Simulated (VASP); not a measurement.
# NbP (I4_1md) in VASP: single point with PBE

Aim: the single point of NbP with PBE.

Program: VASP 6.6.1. These are calculated values, not measurements. Logs are shortened: lines on timing, memory, paths and dates and some standing lists are left out, and cuts for length are marked.

**1. The cell of the first run**

It takes space group I4_1md (No. 109, tetragonal). Conventional cell: a = 3.347 Å, b = 3.347 Å, c = 11.430 Å, α = 90.00°, β = 90.00°, γ = 90.00°. Within 3.4 Å of Nb (site symmetry 2mm) lie 6 P at 2.54 to 2.55 Å and 8 Nb at 3.31 to 3.35 Å. Within 3.4 Å of P (site symmetry 2mm) lie 6 Nb at 2.54 to 2.55 Å and 8 P at 3.31 to 3.35 Å.

**2. Single point, PBE**

INCAR reads:

```
ALGO     = Normal         # electronic algorithm
EDIFF    = 1E-6           # SCF threshold, eV
ENCUT    = 520            # plane-wave cutoff, eV
GGA      = PE             # functional
ISIF     = 2              # what is computed and relaxed
ISMEAR   = 0              # smearing method
LASPH    = True           # aspherical terms in the spheres
LCHARG   = False          # write CHGCAR
LREAL    = False          # projectors in reciprocal space
LWAVE    = False          # write WAVECAR
NBANDS   = 26             # bands
NELM     = 100            # most SCF steps
PREC     = Accurate       # precision mode
SIGMA    = 0.05           # smearing width, eV
```

KPOINTS reads:

```
k-points
0
Gamma
  16 16 16
```

POSCAR reads:

```
NbP
1.0
   -1.6734142348      1.6734142348      5.7149273841
    1.6734142348     -1.6734142348      5.7149273841
    1.6734142348      1.6734142348     -5.7149273841
Nb P
2 2
Direct
    0.7500339380      0.7500339380      0.0000000000
    0.5000339380      1.0000339380      0.5000000000
    0.3325946370      0.3325946370      0.0000000000
    0.0825946370      0.5825946370      0.5000000000
```

Potentials or basis: VASP PAW PBE potentials, release 64 (Nb_sv, P).

Command:

```bash
cat potpaw_PBE.64/Nb_sv/POTCAR potpaw_PBE.64/P/POTCAR > POTCAR
mpirun -np 1 vasp_std > vasp.out
```

OUTCAR:

```text
EDIFF = 1E-6
   ENCUT = 520
   GGA = PE
   ISIF = 2
   ISMEAR = 0
   LASPH = True
   LREAL = False
   NELM = 100
   PREC = Accurate

 ion  position               nearest neighbor table
   1  0.750  0.750  0.000-   4 2.54   4 2.54   3 2.55   3 2.55   3 2.55   3 2.55
   2  0.500  0.000  0.500-   3 2.54   3 2.54   4 2.55   4 2.55   4 2.55   4 2.55
   3  0.333  0.333  0.000-   2 2.54   2 2.54   1 2.55   1 2.55   1 2.55   1 2.55
   4  0.083  0.583  0.500-   1 2.54   1 2.54   2 2.55   2 2.55   2 2.55   2 2.55

  LATTYP: Found a body centered tetragonal cell.
 ALAT       =     3.3468284696
 C/A-ratio  =     3.4151301365

  Lattice vectors:

 A1 = (  -1.6734142348,   1.6734142348,   5.7149273841)
 A2 = (   1.6734142348,  -1.6734142348,   5.7149273841)
 A3 = (   1.6734142348,   1.6734142348,  -5.7149273841)

Analysis of symmetry for initial positions (statically):
=====================================================================
 Subroutine PRICEL returns:
 Original cell was already a primitive cell.

 Routine SETGRP: Setting up the symmetry group for a
 body centered tetragonal supercell.

 Subroutine GETGRP returns: Found  8 space group operations
 (whereof  4 operations were pure point group operations)
 out of a pool of 16 trial point group operations.

The static configuration has the point symmetry C_2v.
 The point group associated with its full space group is C_4v.

Analysis of symmetry for dynamics (positions and initial velocities):
=====================================================================
 Subroutine PRICEL returns:
 Original cell was already a primitive cell.

 Routine SETGRP: Setting up the symmetry group for a
 body centered tetragonal supercell.

 Subroutine GETGRP returns: Found  8 space group operations
 (whereof  4 operations were pure point group operations)
 out of a pool of 16 trial point group operations.

The dynamic configuration has the point symmetry C_2v.
 The point group associated with its full space group is C_4v.

 Subroutine INISYM returns: Found  8 space group operations
 (whereof  4 operations are pure point group operations),
 and found     1 'primitive' translations

----------------------------------------------------------------------------------------

                                     Primitive cell

  volume of cell :      64.0144

  direct lattice vectors                    reciprocal lattice vectors
    -1.673414235  1.673414235  5.714927384     0.000000000  0.298790335  0.087490176
     1.673414235 -1.673414235  5.714927384     0.298790335  0.000000000  0.087490176
     1.673414235  1.673414235 -5.714927384     0.298790335  0.298790335  0.000000000

  length of vectors
     6.185549726  6.185549726  6.185549726     0.311336145  0.311336145  0.422553344

  position of ions in fractional coordinates (direct lattice)
     0.750033938  0.750033938  0.000000000
     0.500033938  0.000033938  0.500000000
     0.332594637  0.332594637  0.000000000
     0.082594637  0.582594637  0.500000000

  ion indices of the primitive-cell ions
   primitive index   ion index
                 1           1
                 2           2
                 3           3
                 4           4

----------------------------------------------------------------------------------------

 KPOINTS: k-points

Automatic generation of k-mesh.
 Grid dimensions read from file:
 generate k-points for:   16   16   16

 Generating k-lattice:

  Cartesian coordinates                     Fractional coordinates (reciprocal lattice)
     0.000000000  0.018674396  0.005468136     0.062500000  0.000000000  0.000000000
     0.018674396  0.000000000  0.005468136     0.000000000  0.062500000  0.000000000
     0.018674396  0.018674396  0.000000000     0.000000000  0.000000000  0.062500000

  Length of vectors
     0.019458509  0.019458509  0.026409584

  Shift w.r.t. Gamma in fractional coordinates (k-lattice)
     0.000000000  0.000000000  0.000000000

 Subroutine IBZKPT returns following result:
 ===========================================

 Found    349 irreducible k-points:

 Following reciprocal coordinates:
            Coordinates               Weight
  0.000000  0.000000  0.000000      1.000000
  0.062500  0.000000 -0.000000      8.000000
  0.125000  0.000000 -0.000000      8.000000
  0.187500  0.000000 -0.000000      8.000000
  0.250000  0.000000 -0.000000      8.000000
  0.312500  0.000000 -0.000000      8.000000
[... 16 lines left out ...]
 -0.125000  0.062500  0.000000     16.000000
 -0.062500  0.062500  0.000000      4.000000
 [... further k-points ...]
   k-points           NKPTS =    349   k-points in BZ     NKDIM =    349   number of bands    NBANDS=     26
   number of dos      NEDOS =    301   number of ions     NIONS =      4
   total plane-waves  NPLWV = 110592
   dimension x,y,z NGX =    48 NGY =   48 NGZ =   48
   dimension x,y,z NGXF=    96 NGYF=   96 NGZF=   96
   ions per type =               2   2
   NGX,Y,Z   is equivalent  to a cutoff of  12.90, 12.90, 12.90 a.u.
   NGXF,Y,Z  is equivalent  to a cutoff of  25.80, 25.80, 25.80 a.u.
 SYSTEM =  unknown system
   PREC   = accura    normal or accurate (medium, high low for compatibility)
   ISTART =      0    job   : 0-new  1-cont  2-samecut
   ICHARG =      2    charge: 1-file 2-atom 10-const
   ISPIN  =      1    spin polarized calculation?
   LNONCOLLINEAR =      F non collinear calculations
   LSORBIT =      F    spin-orbit coupling
   LASPH  =      T    aspherical Exc in radial PAW
   ENCUT  =  520.0 eV  38.22 Ry    6.18 a.u.  11.50 11.50 11.50*2*pi/ulx,y,z
   NELM   =    100;   NELMIN=  2; NELMDL= -5     # of ELM steps
   EDIFF  = 0.1E-05   stopping-criterion for ELM
   LREAL  =      F    real-space projection
   EDIFFG = 0.1E-04   stopping-criterion for IOM
   NSW    =      0    number of steps for IOM
   IBRION =     -1    ionic relax: 0-MD 1-quasi-New 2-CG
   NFREE  =      0    steps in history (QN), initial steepest desc. (CG)
   ISIF   =      2    stress and relaxation
   ISYM   =      2    0-nonsym 1-usesym 2-fastsym
   POTIM  = 0.5000    time-step for ionic-motion
   TEBEG  =    0.0;   TEEND  =   0.0 temperature during run
   PSTRESS=    0.0 pullay stress
   NELECT =      36.0000    total number of electrons
   NUPDOWN=      -1.0000    fix difference up-down
   EMIN   =  10.00;   EMAX   =-10.00  energy-range for DOS
   EFERMI =   0.00;   METHOD = LEGACY
   ISMEAR =     0;   SIGMA  =   0.05  broadening in eV -4-tet -1-fermi 0-gaus
   EFERMI_NEDOS =   21; number of points for ismear=-14 and -15
   IALGO  =     38    algorithm
   IMIX   =      4    mixing-type and parameters
     AMIX     =   0.40;   BMIX     =  1.00
     AMIX_MAG =   1.60;   BMIX_MAG =  1.00
  volume/ion in A,a.u.               =      16.00       108.00
  Fermi-wavevector in a.u.,A,eV,Ry     =   1.351294  2.553575 24.844170  1.825995
  Thomas-Fermi vector in A             =   2.478728
   LORBIT       =      0    0 simple, 1 ext, 2 COOP (PROOUT), +10 PAW based schemes
   GGA     = PE    functional components
   LHFCALC =     F    Hartree Fock is set to
   AEXX    =    0.0000 exact exchange contribution
   IVDW    =     0    specifies the selected vdW correction
   LEPSILON=     F    determine dielectric tensor
   LRPA    =     F    only Hartree local field effects (RPA)
 non-spin polarized calculation
 Gauss-broadening in eV      SIGMA  =   0.05
  energy-cutoff  :      520.00
  volume of cell :       64.01
 maximum number of plane-waves:      1741
 NGX is ok and might be reduce to    48
   NGX = 23   NGY = 23   NGZ = 23

 number of electron      36.0000000 magnetization

 Free energy of the ion-electron system (eV)
  ---------------------------------------------------
  ext. energy  EPLUGINS =         0.00000000
  ---------------------------------------------------
  free energy    TOTEN  =       -35.31998715 eV

  energy without entropy =      -35.31939693  energy(sigma->0) =      -35.31969204

 E-fermi :  10.6402     XC(G=0): -12.0192

 val. band max:       10.6302573912   @ k =  -0.2500   0.5000   0.2500
 cond. band min:      10.6424942033   @ k =  -0.0625  -0.4375   0.0625
 fundamental gap:      0.0122368121
 Fermi energy:        10.6402319885

 k-point     1 :       0.0000    0.0000    0.0000
  band No.  band energies     occupation
      1     -44.2902      2.00000
      2     -44.2516      2.00000
      3     -20.5575      2.00000
      4     -20.3546      2.00000
      5     -20.3546      2.00000
      6     -20.2105      2.00000
[... 18 lines left out ...]
     25      14.7261      0.00000
     26      14.7261      0.00000

 k-point     2 :       0.0625    0.0000   -0.0000
  band No.  band energies     occupation
      1     -44.2893      2.00000
      2     -44.2513      2.00000
      3     -20.5538      2.00000
      4     -20.3653      2.00000
      5     -20.3538      2.00000
      6     -20.2214      2.00000
[... 18 lines left out ...]
     25      14.7073      0.00000
     26      14.9217      0.00000

 k-point     3 :       0.1250    0.0000   -0.0000
  band No.  band energies     occupation
      1     -44.2865      2.00000
      2     -44.2502      2.00000
      3     -20.5438      2.00000
      4     -20.3949      2.00000
      5     -20.3514      2.00000
      6     -20.2504      2.00000
[... 18 lines left out ...]
     25      14.8929      0.00000
     26      15.4074      0.00000

 k-point     4 :       0.1875    0.0000   -0.0000
  band No.  band energies     occupation
      1     -44.2824      2.00000
      2     -44.2487      2.00000
      3     -20.5315      2.00000
      4     -20.4357      2.00000
      5     -20.3478      2.00000
      6     -20.2914      2.00000
[... 18 lines left out ...]
     25      15.2036      0.00000
     26      16.0024      0.00000
[... 496 lines left out ...]
      1     -44.2819      2.00000
      2     -44.2479      2.00000
      3     -20.5325      2.00000
      4     -20.4344      2.00000
      5     -20.3576      2.00000
      6     -20.2909      2.00000
[... 18 lines left out ...]
     25      15.2796      0.00000
     26      15.8849      0.00000

 k-point    23 :      -0.1250    0.0625    0.0000
  band No.  band energies     occupation
      1     -44.2859      2.00000
      2     -44.2495      2.00000
      3     -20.5436      2.00000
      4     -20.3938      2.00000
      5     -20.3614      2.00000
      6     -20.2497      2.00000
[... 18 lines left out ...]
     25      14.8907      0.00000
     26      15.3723      0.00000

 k-point    24 :      -0.0625    0.0625    0.0000
  band No.  band energies     occupation
      1     -44.2885      2.00000
      2     -44.2507      2.00000
      3     -20.5520      2.00000
      4     -20.3657      2.00000
      5     -20.3628      2.00000
      6     -20.2220      2.00000
[... 18 lines left out ...]
     25      14.6606      0.00000
     26      15.0156      0.00000

 [... further k-points ...]
[... 5 lines left out ...]
  --------------------------------------------------------------------------------------
  -------------------------------------------------------------------------------------
  Total       -0.1661691     -0.1661691     -0.1494858      0.0000000      0.0000000      0.0000000
  in kB       -4.1589455     -4.1589455     -3.7413893      0.0000000      0.0000000      0.0000000
  external PRESSURE =      -4.0197601 kB  Pullay stress =       0.0000000 kB

 VOLUME and BASIS-vectors are now :
 -----------------------------------------------------------------------------
  energy-cutoff  :      520.00
  volume of cell :       64.01
      direct lattice vectors                 reciprocal lattice vectors
    -1.673414235  1.673414235  5.714927384     0.000000000  0.298790335  0.087490176
     1.673414235 -1.673414235  5.714927384     0.298790335  0.000000000  0.087490176
     1.673414235  1.673414235 -5.714927384     0.298790335  0.298790335  0.000000000

 POSITION                                       TOTAL-FORCE (eV/Angst)
 -----------------------------------------------------------------------------------
      0.00000      0.00000      8.57278        -0.000000      0.000000     -0.001438
      0.00000      1.67341      0.00039         0.000000     -0.000000     -0.001438
      0.00000      0.00000      3.80151        -0.000000     -0.000000      0.001438
      1.67341      0.00000      0.94404         0.000000      0.000000      0.001438
 -----------------------------------------------------------------------------------
    total drift:                                0.000000      0.000000      0.000244

  FREE ENERGIE OF THE ION-ELECTRON SYSTEM (eV)
  ---------------------------------------------------
  free  energy   TOTEN  =       -35.3199871456 eV

  energy  without entropy=      -35.3193969259  energy(sigma->0) =      -35.31969204
```

Wall time 21 min (1 thread of Intel Xeon Platinum 8124M at 3.00GHz (Skylake/Cascade Lake), shared host); peak memory 0.68 GiB.

Results:

* Free energy: -35.3200 eV
* Pressure: -0.4 GPa
* Band gap on the k mesh: zero (band 18 reaches 10.67 eV, above the bottom of band 19 at 10.61 eV)

Levels at points of the mesh, in eV from the Fermi level:
```tsv
k point	band 15	band 16	band 17	band 18	band 19	band 20	band 21	band 22
(0.00, 0.00, 0.00)	-2.13	-1.70	-1.36	-1.36	0.82	1.60	2.68	3.14
(0.50, 0.00, 0.00)	-2.33	-1.86	-1.50	-0.11	0.07	1.32	2.47	2.64
(0.50, 0.50, 0.00)	-2.84	-2.84	-0.43	-0.43	2.97	2.97	3.08	3.08
(0.50, 0.50, 0.50)	-2.67	-2.67	-0.53	-0.53	1.19	1.19	2.33	2.33
```
